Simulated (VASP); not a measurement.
## Te: single point with r2SCAN

Te:

```
Te
1.0
    -1.92462    1.92462    1.92462
     1.92462   -1.92462    1.92462
     1.92462    1.92462   -1.92462
Te
1
Direct
  0.00000 0.00000 0.00000
```

This isn't the form of Te at room conditions, which is trigonal, of chains.

```json
{"Program": "VASP 6.6.1", "Task": "single point", "Functional": "r2SCAN", "Potentials or basis": "VASP PAW PBE potentials, release 64 (Te)", "Cutoff": "520 eV", "k mesh": "13 × 13 × 13", "Occupations": "fermi-dirac, width 0.1 eV", "Spin": "no spin polarisation", "Dipole correction": "no", "Further INCAR settings": "ALGO = Normal; EDIFF = 1e-06; NBANDS = 9"}
```

- Pressure: 0.0 GPa
- Band gap on the k mesh: zero (bands 3 and 4 overlap by 6.22 eV)

Levels at points of the mesh, in eV from the Fermi level:
```
           k point  band 1  band 2  band 3  band 4  band 5  band 6
(0.00, 0.00, 0.00)  -14.45    3.09    3.09    3.09   10.25   10.25
```

Run time: 38 s on 1 thread of Intel(R) Xeon(R) 6975P-C (Granite Rapids) (shared host), peak memory 0.17 GiB.

Caveat: the PAW data sets were made with another functional, which shifts forces and pressure a little; spin-orbit coupling is left out, which moves the levels of the heavy elements.
